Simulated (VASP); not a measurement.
Here is a VASP 6.6.1 calculation.

File INCAR:

```
SYSTEM = BeS
ALGO = Normal
EDIFF = 1E-6
ENCUT = 520
GGA = PS
ISIF = 2
ISMEAR = 0
LASPH = .True.
LCHARG = .False.
LREAL = .False.
LWAVE = .False.
NBANDS = 11
NELM = 60
PREC = Accurate
SIGMA = 0.05
```

The input KPOINTS:

```
k-points
0
Gamma
  10 10 10
  0 0 0
```

POSCAR

```
BeS
1.0
    0.0000000000      2.5564255052      2.4363151675
    2.4363151675      0.0000000000      2.4363151675
    2.4363151675      2.5564255052      0.0000000000
Be S
1 1
Direct
    0.0000000000      0.0000000000      0.0000000000
    0.7500000000      0.7500000000      0.7500000000
```

Potentials or basis: VASP PAW PBE potentials, release 64 (Be, S).

The run is started by

```sh
$ cat potpaw_PBE.64/Be/POTCAR potpaw_PBE.64/S/POTCAR > POTCAR
$ mpirun -np 1 vasp_std > vasp.out
```

Problem. Estimate the pressure.

Solution. -5.8 GPa.

Problem. Estimate the band gap on the k mesh.

Solution. 2.86 eV (least direct gap 5.10 eV).

Stress tensor (GPa, compression positive):
```
-4.24  0.00  0.00
 0.00 -8.95  0.00
 0.00  0.00 -4.24
```

Caveat: the cell stands under tension; the PAW data sets were made with another functional, which shifts forces and pressure a little. Expect the measured gap to be larger: semilocal functionals such as PBEsol lack the derivative discontinuity.
